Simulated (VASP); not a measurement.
Set up this calculation in VASP 6.6.1, as the native input.

| Item | Value |
| --- | --- |
| Task | single point |
| Functional | PBE |
| Potentials or basis | VASP PAW PBE potentials, release 64 (B) |
| Cutoff | 520 eV |
| k mesh | 36 × 36 × 8 |
| Occupations | gaussian, width 0.1 eV |
| Spin | no spin polarisation |
| Dipole correction | no |
| k mesh for the DOS | 54 × 54 × 12 |
| Occupations for the DOS | tetrahedron |
| Further INCAR settings | ALGO = Normal; EDIFF = 1e-06 |

B:

```
CELL_PARAMETERS angstrom
1.71191 0.00000 0.00000
-0.85595 1.48256 0.00000
0.00000 0.00000 8.10009
ATOMIC_POSITIONS crystal
B 0.66667 0.33333 0.25000
B 0.33333 0.66667 0.75000
```

This isn't the form of B at room conditions, which is rhombohedral.

The input as run:

POSCAR

```
B
1.0
    1.7119071346      0.0000000000      0.0000000000
   -0.8559535673      1.4825550675      0.0000000000
    0.0000000000      0.0000000000      8.1000893813
B
2
Direct
    0.6666666667      0.3333333333      0.2500000000
    0.3333333333      0.6666666667      0.7500000000
```

INCAR.step1

```
SYSTEM = B
  PREC = Accurate
  ENCUT = 520
  EDIFF = 1E-6
  ISMEAR = 0
  SIGMA = 0.1
  LREAL = .False.
  LASPH = .True.
  NELM = 60
  ALGO = Normal
  ISIF = 2
  LWAVE = .False.
  LCHARG = .True.
  GGA = PE
  NBANDS = 10
```

KPOINTS.step1

```
Automatic mesh
0
Gamma
  36 36 8
  0 0 0
```

INCAR.step2

```
SYSTEM = B
  PREC = Accurate
  ENCUT = 520
  EDIFF = 1E-6
  ISMEAR = -5
  SIGMA = 0.1
  LREAL = .False.
  LASPH = .True.
  NELM = 60
  ALGO = Normal
  ISIF = 2
  LWAVE = .False.
  LCHARG = .False.
  GGA = PE
  LORBIT = 10
  NEDOS = 1001
  ICHARG = 11
```

KPOINTS.step2

```
Automatic mesh
0
Gamma
  54 54 12
  0 0 0
```

Potentials or basis: VASP PAW PBE potentials, release 64 (B).

Run with:

```sh
$ cat potpaw_PBE.64/B/POTCAR > POTCAR
$ cp INCAR.step1 INCAR
$ cp KPOINTS.step1 KPOINTS
$ mpirun -np 1 vasp_std > vasp.out
$ cp INCAR.step2 INCAR
$ cp KPOINTS.step2 KPOINTS
$ mpirun -np 1 vasp_std > vasp.out
```

It gave:

The valence electrons inside the program's atomic spheres are B 2.08.

Wall time 2.1 min on 1 thread of Intel(R) Xeon(R) Platinum 8488C (Sapphire Rapids), on a shared host, peak memory 0.38 GiB.
